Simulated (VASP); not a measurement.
Input of a VASP 6.6.1 run:

Contents of INCAR:

```
ALGO = Normal ; EDIFF = 1E-7
EDIFFG = -0.005 ; ENCUT = 600
GGA = PS ; IBRION = 2
ISIF = 3 ; ISMEAR = 0
KPAR = 2 ; LASPH = T
LCHARG = F ; LREAL = F
LWAVE = F ; NELM = 80
NSW = 90 ; PREC = Accurate
SIGMA = 0.03
```

Contents of KPOINTS:

```
k-points
0
Gamma
  7 7 7
```

POSCAR

```
Bi2Te3                                  
1.0
    2.1913939495      1.2652018866     10.0838517881
   -2.1913939495      1.2652018866     10.0838517881
    0.0000000000     -2.5304037733     10.0838517881
  Bi              Te            
     2     3
Direct
     0.3999745826017548    0.3999745826017548    0.3999745826017548
     0.6000254173982452    0.6000254173982452    0.6000254173982452
     0.0000000000000000    0.0000000000000000    0.0000000000000000
     0.2096369417418982    0.2096369417418982    0.2096369417418982
     0.7903630582581017    0.7903630582581017    0.7903630582581017
```

Potentials or basis: VASP PAW PBE potentials, release 64 (Bi_d, Te).

Launch:

```console
$ cat potpaw_PBE.64/Bi_d/POTCAR potpaw_PBE.64/Te/POTCAR > POTCAR
$ mpirun -np 2 vasp_std > vasp.out
```

Problem. Predict the band gap on the k mesh.

Solution. 0.20 eV.

Final structure:
```xyz
5
Lattice="2.1914 1.2652 10.0839 -2.1914 1.2652 10.0839 0.0000 -2.5304 10.0839" Properties=species:S:1:pos:R:3 pbc="T T T"
Bi    0.0000    0.0000   12.0999
Bi    0.0000    0.0000   18.1517
Te    0.0000    0.0000    0.0000
Te    0.0000    0.0000    6.3418
Te    0.0000    0.0000   23.9097
```

Caveat: the relaxation stopped at its first step, so nothing moved; spin-orbit coupling is left out, which moves the levels of the heavy elements; an odd mesh through Γ misses points on the zone boundary, where band edges can lie.
